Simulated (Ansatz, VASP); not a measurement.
One calculation of SnO2, two programs

File INCAR:

```
  ALGO = Normal
  EDIFF = 1E-6
  ENCUT = 520
  GGA = PE
  ISIF = 2
  ISMEAR = 0
  LASPH = T
  LCHARG = F
  LREAL = F
  LWAVE = F
  NBANDS = 35
  NELM = 80
  PREC = Accurate
  SIGMA = 0.05
```

The input KPOINTS:

```
k-points
0
Gamma
  6 6 8
```

The input POSCAR:

```
SnO2
1.0
    4.7373500000      0.0000000000      0.0000000000
    0.0000000000      4.7373500000      0.0000000000
    0.0000000000      0.0000000000      3.1864000000
Sn O
2 4
Direct
    0.0391812997      0.0391812997      0.0000000000
    0.5000000000      0.5000000000      0.5000000000
    0.3056200000      0.3056200000      0.0000000000
    0.1943800000      0.8056200000      0.5000000000
    0.6943800000      0.6943800000      0.0000000000
    0.8056200000      0.1943800000      0.5000000000
```

Input for Ansatz:

```yaml
crystal:
  lattice:
    - [4.73735, 0.0, 0.0]
    - [0.0, 4.73735, 0.0]
    - [0.0, 0.0, 3.1864]
  atoms:
    - { symbol: Sn, position: [0.0391812997, 0.0391812997, 0.0] }
    - { symbol: Sn, position: [0.5, 0.5, 0.5] }
    - { symbol: O, position: [0.30562, 0.30562, 0.0] }
    - { symbol: O, position: [0.19438, 0.80562, 0.5] }
    - { symbol: O, position: [0.69438, 0.69438, 0.0] }
    - { symbol: O, position: [0.80562, 0.19438, 0.5] }
basis:
  ecutwfc: 420
kpoints:
  mp_grid: { grid: [6, 6, 8] }
hamiltonian:
  xc: pbe
scf:
  occupations: { method: gaussian, width: 0.05 }
output:
  forces: true
  stress: true
  eigenvalues: true
```

Alike in both runs: task single point; functional PBE; k mesh 6 × 6 × 8; occupations gaussian, width 0.05 eV; no spin polarisation.

```csv
,VASP,Ansatz
version,VASP 6.6.1,Ansatz 0.2.0
potentials or method,"VASP PAW PBE potentials, release 64 (Sn_d, O), cutoff 520 eV","scalar-relativistic, plane waves, PAW"
valence electrons in the cell,52,52
```

```csv
,VASP,Ansatz,Ansatz less VASP
gap on the k mesh at the Fermi level (eV),0.90,0.91,+0.018
least direct gap on the mesh (eV),0.90,0.91,+0.018
pressure (GPa),17.2,16.8,-0.45
"traceless stress, the component that is largest in VASP (GPa)",11.25,11.62,+0.374
rms of the force components (eV/Å),2.451,2.479,+0.0287
```

Atom by atom the forces differ by 0.038 eV/Å (rms over components). The functional is the same, so the differences come from potentials, cutoffs and numerics.
